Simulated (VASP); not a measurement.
# SiNi (P2_1/m) in VASP: single point with PBE

Aim: the single point of SiNi with PBE.

Program: VASP 6.6.1. These are calculated values, not measurements. Logs are shortened: lines on timing, memory, paths and dates and some standing lists are left out, and cuts for length are marked.

## (1) The cell of the first run

Symmetry: P2_1/m, No. 11, monoclinic system. Conventional cell: a = 5.154 Å, b = 3.375 Å, c = 14.239 Å, α = 90.00°, β = 90.00°, γ = 90.00°. Si (site symmetry m) has 6 Ni at 2.29 to 2.41 Å and 2 Si at 2.67 Å within 3.0 Å. Within 3.2 Å of Si (site symmetry m) lie 4 Ni at 2.33 to 2.41 Å and 2 Si at 3.18 Å. Within 3.0 Å of Si (site symmetry m) lie 6 Ni at 2.29 to 2.41 Å and 2 Si at 2.67 Å. Within 3.0 Å of Si (site symmetry m) lie 6 Ni at 2.29 to 2.41 Å and 2 Si at 2.67 Å. Ni (site symmetry m) has 6 Si at 2.29 to 2.41 Å and 4 Ni at 2.67 to 2.71 Å within 3.0 Å. Within 3.1 Å of Ni (site symmetry m) lie 5 Si at 2.33 to 2.41 Å and 2 Ni at 2.67 Å. Within 3.0 Å of Ni (site symmetry m) lie 5 Si at 2.29 to 2.41 Å and 4 Ni at 2.67 to 2.71 Å. Ni (site symmetry m) has 6 Si at 2.29 to 2.41 Å and 4 Ni at 2.67 to 2.71 Å within 3.0 Å.

## (2) Single point, PBE (the distance across one plane changed)

The input, INCAR:

```
SYSTEM = SiNi
PREC = Accurate
ENCUT = 520
EDIFF = 1E-7
ISMEAR = 0
SIGMA = 0.15
LREAL = Auto
LASPH = .True.
NELM = 60
ALGO = Fast
ISIF = 2
LWAVE = .False.
LCHARG = .False.
GGA = PE
NBANDS = 70
```

The input, KPOINTS:

```
Automatic mesh
0
Gamma
  8 11 4
  0 0 0
```

The input, POSCAR:

```
SiNi
1.0
   -5.1540864066      0.0000000000      0.0000000000
    0.0000000000     -3.3754900003      0.0000000000
    0.0000000000      0.0000000000     14.2394279321
Si Ni
8 8
Direct
    0.6787529608      0.2500000000      0.4278408544
    0.6787529608      0.2500000000      0.0331821650
    0.8212470392      0.7500000000      0.6251701992
    0.8212470392      0.7500000000      0.2305115097
    0.1787529608      0.2500000000      0.5588058692
    0.1787529608      0.2500000000      0.1641471797
    0.3212470392      0.7500000000      0.7561352139
    0.3212470392      0.7500000000      0.3614765244
    0.9917824239      0.7500000000      0.4690466956
    0.9917824239      0.7500000000      0.0743880062
    0.5082175761      0.2500000000      0.6663760404
    0.5082175761      0.2500000000      0.2717173509
    0.4917824239      0.7500000000      0.5176000280
    0.4917824239      0.7500000000      0.1229413385
    0.0082175761      0.2500000000      0.7149293727
    0.0082175761      0.2500000000      0.3202706832
```

Potentials or basis: VASP PAW PBE potentials, release 64 (Si, Ni).

On the command line:

```sh
> cat potpaw_PBE.64/Si/POTCAR potpaw_PBE.64/Ni/POTCAR > POTCAR
> mpirun -np 1 vasp_std > vasp.out
```

OUTCAR:

```text
SYSTEM = SiNi
   PREC = Accurate
   ENCUT = 520
   EDIFF = 1E-7
   ISMEAR = 0
   LREAL = Auto
   LASPH = .True.
   NELM = 60
   ISIF = 2
   GGA = PE

 ion  position               nearest neighbor table
   1  0.679  0.250  0.428-  16 2.29  13 2.33  13 2.33  12 2.39   9 2.41   9 2.41   8 2.67   8 2.67

   2  0.679  0.250  0.033-  14 2.33  14 2.33  10 2.41  10 2.41
   3  0.821  0.750  0.625-  13 2.29  15 2.33  15 2.33   9 2.39  11 2.41  11 2.41   5 2.67   5 2.67

   4  0.821  0.750  0.231-  14 2.29  16 2.33  16 2.33  10 2.39  12 2.41  12 2.41   6 2.67   6 2.67

   5  0.179  0.250  0.559-  11 2.29   9 2.33   9 2.33  15 2.39  13 2.41  13 2.41   3 2.67   3 2.67

   6  0.179  0.250  0.164-  12 2.29  10 2.33  10 2.33  16 2.39  14 2.41  14 2.41   4 2.67   4 2.67

   7  0.321  0.750  0.756-  11 2.33  11 2.33  15 2.41  15 2.41
   8  0.321  0.750  0.361-   9 2.29  12 2.33  12 2.33  13 2.39  16 2.41  16 2.41   1 2.67   1 2.67

   9  0.992  0.750  0.469-   8 2.29   5 2.33   5 2.33   3 2.39   1 2.41   1 2.41  13 2.67  13 2.67
                            16 2.71  16 2.71
  10  0.992  0.750  0.074-   6 2.33   6 2.33   4 2.39   2 2.41   2 2.41  14 2.67  14 2.67
  11  0.508  0.250  0.666-   5 2.29   7 2.33   7 2.33   3 2.41   3 2.41  15 2.67  15 2.67  13 2.71
                            13 2.71
  12  0.508  0.250  0.272-   6 2.29   8 2.33   8 2.33   1 2.39   4 2.41   4 2.41  16 2.67  16 2.67
                            14 2.71  14 2.71
  13  0.492  0.750  0.518-   3 2.29   1 2.33   1 2.33   8 2.39   5 2.41   5 2.41   9 2.67   9 2.67
                            11 2.71  11 2.71
  14  0.492  0.750  0.123-   4 2.29   2 2.33   2 2.33   6 2.41   6 2.41  10 2.67  10 2.67  12 2.71
                            12 2.71
  15  0.008  0.250  0.715-   3 2.33   3 2.33   5 2.39   7 2.41   7 2.41  11 2.67  11 2.67
  16  0.008  0.250  0.320-   1 2.29   4 2.33   4 2.33   6 2.39   8 2.41   8 2.41  12 2.67  12 2.67
                             9 2.71   9 2.71

  LATTYP: Found a simple orthorhombic cell.
 ALAT       =     3.3754900003
 B/A-ratio  =     1.5269150275
 C/A-ratio  =     4.2184772969

  Lattice vectors:

 A1 = (   0.0000000000,   3.3754900003,   0.0000000000)
 A2 = (  -5.1540864066,   0.0000000000,   0.0000000000)
 A3 = (   0.0000000000,   0.0000000000,  14.2394279321)

Analysis of symmetry for initial positions (statically):
=====================================================================
 Subroutine PRICEL returns:
 Original cell was already a primitive cell.

 Routine SETGRP: Setting up the symmetry group for a
 simple orthorhombic supercell.

 Subroutine GETGRP returns: Found  4 space group operations
 (whereof  1 operations were pure point group operations)
 out of a pool of  8 trial point group operations.

The static configuration has the point symmetry C_1 .
 The point group associated with its full space group is C_2h.

Analysis of symmetry for dynamics (positions and initial velocities):
=====================================================================
 Subroutine PRICEL returns:
 Original cell was already a primitive cell.

 Routine SETGRP: Setting up the symmetry group for a
 simple orthorhombic supercell.

 Subroutine GETGRP returns: Found  4 space group operations
 (whereof  1 operations were pure point group operations)
 out of a pool of  8 trial point group operations.

The dynamic configuration has the point symmetry C_1 .
 The point group associated with its full space group is C_2h.

 Subroutine INISYM returns: Found  4 space group operations
 (whereof  1 operations are pure point group operations),
 and found     1 'primitive' translations

----------------------------------------------------------------------------------------

                                     Primitive cell

  volume of cell :     247.7314

  direct lattice vectors                    reciprocal lattice vectors
    -5.154086407  0.000000000  0.000000000    -0.194020806  0.000000000  0.000000000
     0.000000000 -3.375490000  0.000000000     0.000000000 -0.296253285  0.000000000
     0.000000000  0.000000000 14.239427932     0.000000000  0.000000000  0.070227540

  length of vectors
     5.154086407  3.375490000 14.239427932     0.194020806  0.296253285  0.070227540

  position of ions in fractional coordinates (direct lattice)
     0.678752961  0.250000000  0.427840854
     0.678752961  0.250000000  0.033182165
     0.821247039  0.750000000  0.625170199
     0.821247039  0.750000000  0.230511510
     0.178752961  0.250000000  0.558805869
     0.178752961  0.250000000  0.164147180
[... 8 lines left out ...]
     0.008217576  0.250000000  0.714929373
     0.008217576  0.250000000  0.320270683

  ion indices of the primitive-cell ions
   primitive index   ion index
                 1           1
                 2           2
                 3           3
                 4           4
                 5           5
                 6           6
[... 8 lines left out ...]
                15          15
                16          16

----------------------------------------------------------------------------------------

 KPOINTS: Automatic mesh

Automatic generation of k-mesh.
 Grid dimensions read from file:
 generate k-points for:    8   11    4

 Generating k-lattice:

  Cartesian coordinates                     Fractional coordinates (reciprocal lattice)
    -0.024252601  0.000000000  0.000000000     0.125000000  0.000000000  0.000000000
     0.000000000 -0.026932117  0.000000000     0.000000000  0.090909091  0.000000000
     0.000000000  0.000000000  0.017556885     0.000000000  0.000000000  0.250000000

  Length of vectors
     0.024252601  0.026932117  0.017556885

  Shift w.r.t. Gamma in fractional coordinates (k-lattice)
     0.000000000  0.000000000  0.000000000

 Subroutine IBZKPT returns following result:
 ===========================================

 Found    108 irreducible k-points:

 Following reciprocal coordinates:
            Coordinates               Weight
  0.000000  0.000000  0.000000      1.000000
  0.125000  0.000000  0.000000      2.000000
  0.250000  0.000000  0.000000      2.000000
  0.375000  0.000000  0.000000      2.000000
  0.500000  0.000000  0.000000      1.000000
  0.000000  0.090909  0.000000      2.000000
[... 16 lines left out ...]
  0.250000  0.363636  0.000000      4.000000
  0.375000  0.363636  0.000000      4.000000
 [... further k-points ...]
   k-points           NKPTS =    108   k-points in BZ     NKDIM =    108   number of bands    NBANDS=     70
   number of dos      NEDOS =    301   number of ions     NIONS =     16
   total plane-waves  NPLWV = 120960
   dimension x,y,z NGX =    40 NGY =   28 NGZ =  108
   dimension x,y,z NGXF=    80 NGYF=   56 NGZF=  216
   ions per type =               8   8
   NGX,Y,Z   is equivalent  to a cutoff of  12.90, 13.79, 12.61 a.u.
   NGXF,Y,Z  is equivalent  to a cutoff of  25.80, 27.58, 25.22 a.u.
 SYSTEM =  SiNi
   PREC   = accura    normal or accurate (medium, high low for compatibility)
   ISTART =      0    job   : 0-new  1-cont  2-samecut
   ICHARG =      2    charge: 1-file 2-atom 10-const
   ISPIN  =      1    spin polarized calculation?
   LNONCOLLINEAR =      F non collinear calculations
   LSORBIT =      F    spin-orbit coupling
   LASPH  =      T    aspherical Exc in radial PAW
   ENCUT  =  520.0 eV  38.22 Ry    6.18 a.u.   9.58  6.28 26.48*2*pi/ulx,y,z
   NELM   =     60;   NELMIN=  2; NELMDL= -5     # of ELM steps
   EDIFF  = 0.1E-06   stopping-criterion for ELM
   LREAL  =      T    real-space projection
   EDIFFG = 0.1E-05   stopping-criterion for IOM
   NSW    =      0    number of steps for IOM
   IBRION =     -1    ionic relax: 0-MD 1-quasi-New 2-CG
   NFREE  =      0    steps in history (QN), initial steepest desc. (CG)
   ISIF   =      2    stress and relaxation
   ISYM   =      2    0-nonsym 1-usesym 2-fastsym
   POTIM  = 0.5000    time-step for ionic-motion
   TEBEG  =    0.0;   TEEND  =   0.0 temperature during run
   PSTRESS=    0.0 pullay stress
   NELECT =     112.0000    total number of electrons
   NUPDOWN=      -1.0000    fix difference up-down
   EMIN   =  10.00;   EMAX   =-10.00  energy-range for DOS
   EFERMI =   0.00;   METHOD = LEGACY
   ISMEAR =     0;   SIGMA  =   0.15  broadening in eV -4-tet -1-fermi 0-gaus
   EFERMI_NEDOS =   21; number of points for ismear=-14 and -15
   IALGO  =     68    algorithm
   IMIX   =      4    mixing-type and parameters
     AMIX     =   0.40;   BMIX     =  1.00
     AMIX_MAG =   1.60;   BMIX_MAG =  1.00
  volume/ion in A,a.u.               =      15.48       104.49
  Fermi-wavevector in a.u.,A,eV,Ry     =   1.256475  2.374393 21.479914  1.578729
  Thomas-Fermi vector in A             =   2.390181
   LORBIT       =      0    0 simple, 1 ext, 2 COOP (PROOUT), +10 PAW based schemes
   GGA     = PE    functional components
   LHFCALC =     F    Hartree Fock is set to
   AEXX    =    0.0000 exact exchange contribution
   IVDW    =     0    specifies the selected vdW correction
   LEPSILON=     F    determine dielectric tensor
   LRPA    =     F    only Hartree local field effects (RPA)
 non-spin polarized calculation
 RMM-DIIS sequential band-by-band and
 Gauss-broadening in eV      SIGMA  =   0.15
  energy-cutoff  :      520.00
  volume of cell :      247.73
 maximum number of plane-waves:      6709
 NGX is ok and might be reduce to    40
   NGX = 19   NGY = 13   NGZ = 53

 number of electron     112.0000007 magnetization

 Free energy of the ion-electron system (eV)
  ---------------------------------------------------
  ext. energy  EPLUGINS =         0.00000000
  ---------------------------------------------------
  free energy    TOTEN  =       -91.06770749 eV

  energy without entropy =      -90.99470988  energy(sigma->0) =      -91.03120869

 E-fermi :   7.1268     XC(G=0): -10.5592

 val. band max:        7.1240840719   @ k =   0.0000   0.4545   0.2500
 cond. band min:       7.1275405665   @ k =   0.3750   0.3636   0.2500
 fundamental gap:      0.0034564946
 Fermi energy:         7.1267822866

 k-point     1 :       0.0000    0.0000    0.0000
  band No.  band energies     occupation
      1      -5.4355      2.00000
      2      -4.6411      2.00000
      3      -3.5226      2.00000
      4      -1.7377      2.00000
      5      -1.2048      2.00000
      6      -0.3769      2.00000
[... 60 lines left out ...]
     67      11.3496      0.00000
     68      11.5237      0.00000
[... 1631 lines left out ...]
     67       9.9889      0.00000
     68      10.2612      0.00000

 [... further k-points ...]

 [bands above 68 left out]

------------------------ aborting loop because EDIFF is reached ----------------------------------------

  FORCE on cell =-STRESS in cart. coord.  units (eV):
  Direction    XX          YY          ZZ          XY          YZ          ZX
  --------------------------------------------------------------------------------------
  -------------------------------------------------------------------------------------
  Total       -5.7515162     -4.5419179     -4.4706506      0.0000000      0.0000000     -0.4303808
  in kB      -37.1973387    -29.3743863    -28.9134723      0.0000000      0.0000000     -2.7834435
  external PRESSURE =     -31.8283991 kB  Pullay stress =       0.0000000 kB

 VOLUME and BASIS-vectors are now :
 -----------------------------------------------------------------------------
  energy-cutoff  :      520.00
  volume of cell :      247.73
      direct lattice vectors                 reciprocal lattice vectors
    -5.154086407  0.000000000  0.000000000    -0.194020806  0.000000000  0.000000000
     0.000000000 -3.375490000  0.000000000     0.000000000 -0.296253285  0.000000000
     0.000000000  0.000000000 14.239427932     0.000000000  0.000000000  0.070227540

 POSITION                                       TOTAL-FORCE (eV/Angst)
 -----------------------------------------------------------------------------------
     -3.49835     -0.84387      6.09221         0.042180     -0.000000      0.038877
     -3.49835     -0.84387      0.47250        -0.194990     -0.000000      0.521164
     -4.23278     -2.53162      8.90207         0.073339      0.000000      0.657168
     -4.23278     -2.53162      3.28235         0.151705      0.000000     -0.365600
     -0.92131     -0.84387      7.95708        -0.151705     -0.000000      0.365600
     -0.92131     -0.84387      2.33736        -0.073339     -0.000000     -0.657168
[... 8 lines left out ...]
     -0.04235     -0.84387     10.18019        -0.488489     -0.000000     -0.488317
     -0.04235     -0.84387      4.56047        -0.026296      0.000000     -0.009748
 -----------------------------------------------------------------------------------
    total drift:                                0.000012     -0.000000      0.000004

  FREE ENERGIE OF THE ION-ELECTRON SYSTEM (eV)
  ---------------------------------------------------
  free  energy   TOTEN  =       -91.0677074904 eV

  energy  without entropy=      -90.9947098817  energy(sigma->0) =      -91.03120869
```

Run time: 1.7 h. Hardware: 1 thread of Oxide Virtual Turin-like, shared host; peak memory 1.1 GiB.

Results:

```
Free energy            : -91.0677 eV
Pressure               : -3.2 GPa
Largest force          : 0.691 eV/Å
Band gap on the k mesh : zero (bands 56 and 57 overlap by 1.78 eV)
```

Forces in eV/Å, atoms in the order of the input:
```
Si   0.042  0.000  0.039
Si  -0.195  0.000  0.521
Si   0.073  0.000  0.657
Si   0.152  0.000 -0.366
Si  -0.152  0.000  0.366
Si  -0.073  0.000 -0.657
Si   0.195  0.000 -0.521
Si  -0.042  0.000 -0.039
Ni   0.026  0.000  0.010
Ni   0.488  0.000  0.488
Ni   0.244  0.000  0.180
Ni  -0.060  0.000  0.136
Ni   0.060  0.000 -0.136
Ni  -0.244  0.000 -0.180
Ni  -0.488  0.000 -0.488
Ni  -0.026  0.000 -0.010
```

Stress tensor (GPa, compression positive):
```
-3.72  0.00 -0.28
 0.00 -2.94  0.00
-0.28  0.00 -2.89
```

Caveat: the cell differs from its parent crystal (the distance across one plane changed); the cell stands under tension. Spin polarisation is off, so any magnetic state and its effect on volume and gap are missing.
